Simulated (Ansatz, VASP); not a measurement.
# PtS2 in VASP and in Ansatz

File POSCAR:

```
PtS2
1.0
    1.7391392326      1.0040925041      5.0958703778
   -1.7391392326      1.0040925041      5.0958703778
    0.0000000000     -2.0081850081      5.0958703778
Pt S
1 2
Direct
   -0.0026256460     -0.0026256460     -0.0026256460
    0.4255983386      0.4255983386      0.4255983386
    0.2436939740      0.2436939740      0.2436939740
```

Contents of INCAR.step1:

```
SYSTEM = PtS2
PREC     = Accurate       ! precision mode
ENCUT    = 520            ! plane-wave cutoff, eV
ISMEAR   = -1             ! smearing method
SIGMA    = 0.02           ! smearing width, eV
LREAL    = .False.        ! projectors in reciprocal space
LASPH    = .True.         ! aspherical terms in the spheres
NELM     = 100            ! most SCF steps
NBANDS   = 18             ! bands
GGA      = PE             ! functional
ALGO     = Normal         ! electronic algorithm
EDIFF    = 1E-4           ! SCF threshold, eV
LWAVE    = .True.         ! write WAVECAR
LCHARG   = .False.        ! write CHGCAR
```

Contents of INCAR.step2:

```
SYSTEM = PtS2
PREC     = Accurate       ! precision mode
ENCUT    = 520            ! plane-wave cutoff, eV
EDIFF    = 1E-6           ! SCF threshold, eV
ISMEAR   = -1             ! smearing method
SIGMA    = 0.02           ! smearing width, eV
LREAL    = .False.        ! projectors in reciprocal space
LASPH    = .True.         ! aspherical terms in the spheres
NELM     = 100            ! most SCF steps
ALGO     = Normal         ! electronic algorithm
ISIF     = 2              ! what is computed and relaxed
LWAVE    = .False.        ! write WAVECAR
LCHARG   = .False.        ! write CHGCAR
METAGGA  = R2SCAN         ! meta-GGA
LMIXTAU  = .True.       
NBANDS   = 18             ! bands
ISTART   = 1
```

File KPOINTS:

```
Automatic mesh
0
Gamma
  4 4 4
  0 0 0
```

Input for Ansatz:

```yaml
crystal:
  lattice:
    - [1.7391392326, 1.0040925041, 5.0958703778]
    - [-1.7391392326, 1.0040925041, 5.0958703778]
    - [0.0, -2.0081850081, 5.0958703778]
  atoms:
    - { symbol: Pt, position: [-0.002625646, -0.002625646, -0.002625646] }
    - { symbol: S, position: [0.4255983386, 0.4255983386, 0.4255983386] }
    - { symbol: S, position: [0.243693974, 0.243693974, 0.243693974] }
kpoints:
  mp_grid: { grid: [4, 4, 4] }
hamiltonian:
  xc: r2scan
scf:
  occupations: { method: fermi_dirac, width: 0.02 }
  n_extra_bands: 4
output:
  forces: true
  stress: true
  eigenvalues: true
```

Alike in both runs: task single point; functional r2SCAN; k mesh 4 × 4 × 4; occupations fermi-dirac, width 0.02 eV; no spin polarisation.

|  | VASP | Ansatz |
| --- | --- | --- |
| version | VASP 6.6.1 | Ansatz 0.2.0 |
| potentials or method | VASP PAW PBE potentials, release 64 (Pt, S) | plane waves |
| plane-wave cutoff (eV) | 520 | 500 |
| valence electrons in the cell | 22 | 30 |

```tsv
	VASP	Ansatz	Ansatz less VASP
pressure (GPa)	1.5	1.7	+0.17
traceless stress, the component that is largest in VASP (GPa)	1.29	1.37	+0.088
rms of the force components (eV/Å)	0.052	0.061	+0.0090
```

VASP's potentials were made for PBE, not for r2SCAN. Atom by atom the forces differ by 0.014 eV/Å (rms over components). With one functional, cell and mesh, what is left measures potentials, basis and numerics. VASP's potentials hold 22 valence electrons a cell and Ansatz's 30, so a difference there can come from the potentials and not from the codes.

The k mesh is coarse, so the values compare programs but aren't converged. Neither program's run includes spin-orbit coupling.
